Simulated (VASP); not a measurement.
# Si8S in VASP: single point with PBE

Aim: the single point of Si8S with PBE.

Everything below comes from runs of VASP 6.6.1. Logs are shortened: lines on timing, memory, paths and dates and some standing lists are left out, and cuts for length are marked.

## 1. The cell of the first run

The cell holds a slab with vacuum, 9 atoms: a = 3.851 Å, b = 3.851 Å, c = 25.746 Å, α = 90.00°, β = 90.00°, γ = 120.00°.

## 2. Single point, PBE, collinear spin

The input, INCAR:

```
PREC = Accurate ; ENCUT = 520
EDIFF = 1E-7 ; ISMEAR = 0
SIGMA = 0.05 ; LREAL = False
LASPH = True ; NELM = 150
ALGO = Normal ; ISIF = 2
LWAVE = False ; LCHARG = True
ISPIN = 2 ; MAGMOM = 0 0 0 0 0 0 0 0 2
LORBIT = 11 ; LDIPOL = True
IDIPOL = 3 ; DIPOL = 0.5 0.5 0.386
GGA = PE ; LELF = True
LVHAR = True ; LVACPOTAV = True
NBANDS = 33
```

The input, KPOINTS:

```
Automatic mesh
0
Gamma
  9 9 1
```

The input, POSCAR:

```
Si8S
1.0
    3.8510821778      0.0000000000      0.0000000000
   -1.9255410889      3.3351349981      0.0000000000
    0.0000000000      0.0000000000     25.7458743948
Si S
8 1
Direct
    0.6666666667      0.3333333333      0.1553646980
    0.3333333334      0.6666666667      0.1864797875
    0.3333333334      0.6666666667      0.2789705447
    0.6666666667      0.3333333333      0.3100856343
    0.6666666667      0.3333333333      0.4023777094
    0.3333333334      0.6666666667      0.4328816174
    0.3333333334      0.6666666667      0.5270845181
    0.6666666667      0.3333333333      0.5533264933
    0.8333333334      0.6666666667      0.6231227030
```

Potentials or basis: VASP PAW PBE potentials, release 64 (Si, S).

The run is started by

```bash
cat potpaw_PBE.64/Si/POTCAR potpaw_PBE.64/S/POTCAR > POTCAR
mpirun -np 1 vasp_std > vasp.out
```

OUTCAR:

```text
PREC = Accurate
   ENCUT = 520
   EDIFF = 1E-7
   ISMEAR = 0
   LREAL = False
   LASPH = True
   NELM = 150
   ISIF = 2
   ISPIN = 2
   LORBIT = 11
   GGA = PE

 ion  position               nearest neighbor table
   1  0.667  0.333  0.155-   2 2.36   2 2.36   2 2.36
   2  0.333  0.667  0.186-   1 2.36   1 2.36   1 2.36   3 2.38
   3  0.333  0.667  0.279-   4 2.36   4 2.36   4 2.36   2 2.38
   4  0.667  0.333  0.310-   3 2.36   3 2.36   3 2.36   5 2.38
   5  0.667  0.333  0.402-   6 2.36   6 2.36   6 2.36   4 2.38
   6  0.333  0.667  0.433-   5 2.36   5 2.36   5 2.36   7 2.43
   7  0.333  0.667  0.527-   8 2.32   8 2.32   8 2.32   6 2.43
   8  0.667  0.333  0.553-   9 2.11   7 2.32   7 2.32   7 2.32
   9  0.833  0.667  0.623-   8 2.11

  LATTYP: Found a hexagonal cell.
 ALAT       =     3.8510821778
 C/A-ratio  =     6.6853609469

  Lattice vectors:

 A1 = (   3.8510821778,   0.0000000000,   0.0000000000)
 A2 = (  -1.9255410889,   3.3351349981,   0.0000000000)
 A3 = (   0.0000000000,   0.0000000000,  25.7458743948)

Analysis of symmetry for initial positions (statically):
=====================================================================
 Subroutine PRICEL returns:
 Original cell was already a primitive cell.

 Routine SETGRP: Setting up the symmetry group for a
 hexagonal supercell.

 Subroutine GETGRP returns: Found  2 space group operations
 (whereof  2 operations were pure point group operations)
 out of a pool of 24 trial point group operations.

The static configuration has the point symmetry C_1h.

Analysis of symmetry for dynamics (positions and initial velocities):
=====================================================================
 Subroutine PRICEL returns:
 Original cell was already a primitive cell.

 Routine SETGRP: Setting up the symmetry group for a
 hexagonal supercell.

 Subroutine GETGRP returns: Found  2 space group operations
 (whereof  2 operations were pure point group operations)
 out of a pool of 24 trial point group operations.

The dynamic configuration has the point symmetry C_1h.

Analysis of structural, dynamic, and magnetic symmetry:
=====================================================================
 Subroutine PRICEL returns:
 Original cell was already a primitive cell.

 Routine SETGRP: Setting up the symmetry group for a
 hexagonal supercell.

 Subroutine GETGRP returns: Found  2 space group operations
 (whereof  2 operations were pure point group operations)
 out of a pool of 24 trial point group operations.

[... 167 lines left out ...]

 E-fermi :   0.3410     XC(G=0):  -5.7094

 val. band max:        0.3279426341   @ k =   0.0000   0.2222   0.0000
 cond. band min:       0.3422009116   @ k =  -0.2222   0.1111   0.0000
 fundamental gap:      0.0142582775
 Fermi energy:         0.3410472159

 spin component 1

 k-point     1 :       0.0000    0.0000    0.0000
  band No.  band energies     occupation
      1     -12.4529      1.00000
      2     -11.1438      1.00000
      3     -10.4874      1.00000
      4      -9.6944      1.00000
      5      -8.9940      1.00000
      6      -5.5799      1.00000
[... 805 lines left out ...]
     30       5.7686      0.00000
     31       6.2799      0.00000

 [... further k-points ...]

 spin component 2

 k-point     1 :       0.0000    0.0000    0.0000
  band No.  band energies     occupation
      1     -12.3571      1.00000
      2     -11.2155      1.00000
      3     -10.5718      1.00000
      4      -9.7851      1.00000
      5      -8.9692      1.00000
      6      -5.7035      1.00000
[... 805 lines left out ...]
     30       5.6662      0.00000
     31       6.1202      0.00000

 [... further k-points ...]

 [bands above 31 left out]

------------------------ aborting loop because EDIFF is reached ----------------------------------------

  FORCE on cell =-STRESS in cart. coord.  units (eV):
  Direction    XX          YY          ZZ          XY          YZ          ZX
  --------------------------------------------------------------------------------------
  -------------------------------------------------------------------------------------
  Total       -0.1284571      0.4796369      1.1779434      0.0000000     -1.3173974      0.0000000
  in kB       -0.6223931      2.3239102      5.7073057      0.0000000     -6.3829810      0.0000000
  external PRESSURE =       2.4696076 kB  Pullay stress =       0.0000000 kB

 VOLUME and BASIS-vectors are now :
 -----------------------------------------------------------------------------
  energy-cutoff  :      520.00
  volume of cell :      330.68
      direct lattice vectors                 reciprocal lattice vectors
     3.851082178  0.000000000  0.000000000     0.259667271  0.149918969  0.000000000
    -1.925541089  3.335134998  0.000000000     0.000000000  0.299837938  0.000000000
     0.000000000  0.000000000 25.745874395     0.000000000  0.000000000  0.038841174

 POSITION                                       TOTAL-FORCE (eV/Angst)
 -----------------------------------------------------------------------------------
      1.92554      1.11171      4.00000        -0.000000     -0.013716      0.435596
      0.00000      2.22342      4.80109        -0.000000      0.013300     -0.610359
      0.00000      2.22342      7.18234        -0.000000      0.003154      0.173904
      1.92554      1.11171      7.98343        -0.000000     -0.010297     -0.118150
      1.92554      1.11171     10.35957        -0.000000      0.024245     -0.101724
      0.00000      2.22342     11.14492        -0.000000      0.109824      0.210249
      0.00000      2.22342     13.57025        -0.000000      0.089159     -1.019490
      1.92554      1.11171     14.24587         0.000000      0.273681      1.056275
      1.92554      2.22342     16.04284         0.000000     -0.489351     -0.026301
 -----------------------------------------------------------------------------------
    total drift:                               -0.000000     -0.000087     -0.000127

  FREE ENERGIE OF THE ION-ELECTRON SYSTEM (eV)
  ---------------------------------------------------
  free  energy   TOTEN  =       -45.3106409910 eV

  energy  without entropy=      -45.3069729233  energy(sigma->0) =      -45.30880696

 vacuum level on the upper side and lower side of the slab         6.968         5.080

 total charge

# of ion       s       p       d       tot
------------------------------------------
    1        0.793   0.846   0.000   1.639
    2        0.756   0.912   0.000   1.668
    3        0.760   0.913   0.000   1.672
    4        0.756   0.921   0.000   1.677
    5        0.756   0.921   0.000   1.677
    6        0.760   0.920   0.000   1.679
    7        0.781   0.899   0.000   1.681
    8        0.752   0.906   0.000   1.658
    9        1.377   2.258   0.000   3.635
--------------------------------------------------
tot          7.491   9.496   0.000  16.987

 magnetization (x)

# of ion       s       p       d       tot
------------------------------------------
    1       -0.036  -0.179   0.000  -0.215
    2       -0.003  -0.016   0.000  -0.018
    3       -0.008  -0.034   0.000  -0.042
    4       -0.002  -0.009   0.000  -0.011
    5       -0.001  -0.005   0.000  -0.006
    6        0.000  -0.000   0.000   0.000
    7        0.003   0.009   0.000   0.012
    8       -0.001   0.001   0.000   0.000
    9        0.003   0.103   0.000   0.106
--------------------------------------------------
tot         -0.045  -0.129   0.000  -0.174
```

stdout:

```text
POSCAR found type information on POSCAR SiS
 POSCAR found :  2 types and       9 ions
 scaLAPACK will be used
 LDA part: xc-table for (Slater+PW92), standard interpolation
 POSCAR, INCAR and KPOINTS ok, starting setup
 FFT: planning ... GRIDC
 FFT: planning ... GRID_SOFT
 FFT: planning ... GRID
 WAVECAR not read
 entering main loop
 -----------------------------------------------------------------------------
|                                                                             |
|           W    W    AA    RRRRR   N    N  II  N    N   GGGG   !!!           |
|           W    W   A  A   R    R  NN   N  II  NN   N  G    G  !!!           |
|           W    W  A    A  R    R  N N  N  II  N N  N  G       !!!           |
|           W WW W  AAAAAA  RRRRR   N  N N  II  N  N N  G  GGG   !            |
|           WW  WW  A    A  R   R   N   NN  II  N   NN  G    G                |
|           W    W  A    A  R    R  N    N  II  N    N   GGGG   !!!           |
|                                                                             |
|     Did not find any points to average over, which means that no vacuum     |
|     field-free region was found. Please increase the size of  your cell     |
|     in the dimension of the dipole correction to obtain accurate            |
|     workfunction values.                                                    |
|                                                                             |
 -----------------------------------------------------------------------------
```

Wall time 18 min (1 thread of Intel Xeon 6975P-C (Granite Rapids), shared host); peak memory 0.81 GiB.

What came out:

- Free energy: -45.3106 eV
- Largest force: 1.091 eV/Å
- Net moment: -0.64 μB per cell
- Site moments: Si -0.21, -0.02, -0.04, -0.01, +0.00, +0.01 (each value once); S +0.11 μB
- Valence electrons inside the program's atomic spheres: Si 1.64, 1.67, 1.68, 1.66 (each value once); S 3.63

Forces in eV/Å, atoms in the order of the input:
```
Si   0.000 -0.014  0.436
Si   0.000  0.013 -0.610
Si   0.000  0.003  0.174
Si   0.000 -0.010 -0.118
Si   0.000  0.024 -0.102
Si   0.000  0.110  0.210
Si   0.000  0.089 -1.019
Si   0.000  0.274  1.056
S    0.000 -0.489 -0.026
```

Levels at points of the mesh, in eV from the Fermi level:
Spin up:
| k point | band 15 | band 16 | band 17 | band 18 | band 19 | band 20 | band 21 | band 22 | band 23 | band 24 |
| --- | --- | --- | --- | --- | --- | --- | --- | --- | --- | --- |
| (0.00, 0.00, 0.00) | -0.33 | -0.14 | 0.11 | 0.21 | 0.71 | 0.87 | 1.52 | 1.97 | 2.34 | 2.64 |
Spin down:
```csv
k point,band 17,band 18,band 19,band 20,band 21,band 22
"(0.00, 0.00, 0.00)",0.05,0.07,0.35,1.02,1.46,1.89
```

Caveat: a moment this small can come from the mesh or the smearing.
